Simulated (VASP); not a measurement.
A run of VASP 6.6.1:

The input INCAR:

```
PREC     = Accurate       # precision mode
ENCUT    = 600            # plane-wave cutoff, eV
EDIFF    = 1E-8           # SCF threshold, eV
ISMEAR   = 0              # smearing method
SIGMA    = 0.01           # smearing width, eV
LREAL    = F              # projectors in reciprocal space
LASPH    = T              # aspherical terms in the spheres
NELM     = 60             # most SCF steps
ALGO     = Normal         # electronic algorithm
ISIF     = 3              # what is computed and relaxed
LWAVE    = F              # write WAVECAR
LCHARG   = F              # write CHGCAR
GGA      = PE             # functional
IBRION   = 6              # ionic algorithm
NFREE    = 2            
POTIM    = 0.015          # step
NSW      = 1              # ionic steps
```

The input KPOINTS:

```
regular mesh
0
Gamma
  16 16 16
```

POSCAR

```
BN
1.0
    0.0000000000      1.8123426907      1.8123426907
    1.8123426907      0.0000000000      1.8123426907
    1.8123426907      1.8123426907      0.0000000000
B N
1 1
Direct
    0.0000000000      0.0000000000      0.0000000000
    0.7500000000      0.7500000000      0.7500000000
```

Potentials or basis: VASP PAW PBE potentials, release 64 (B, N).

Command:

```bash
$ cat potpaw_PBE.64/B/POTCAR potpaw_PBE.64/N/POTCAR > POTCAR
$ mpirun -np 1 vasp_std > vasp.out
```

Hardware: 1 thread of Intel Xeon 8259CL, with other jobs on the host.

**Question.** Estimate the wall time of this run.

**Answer.** It took 16 min on 1 thread of Intel Xeon 8259CL, on a shared host, peak memory 0.37 GiB. Counts: scf iterations 144, k points 145.
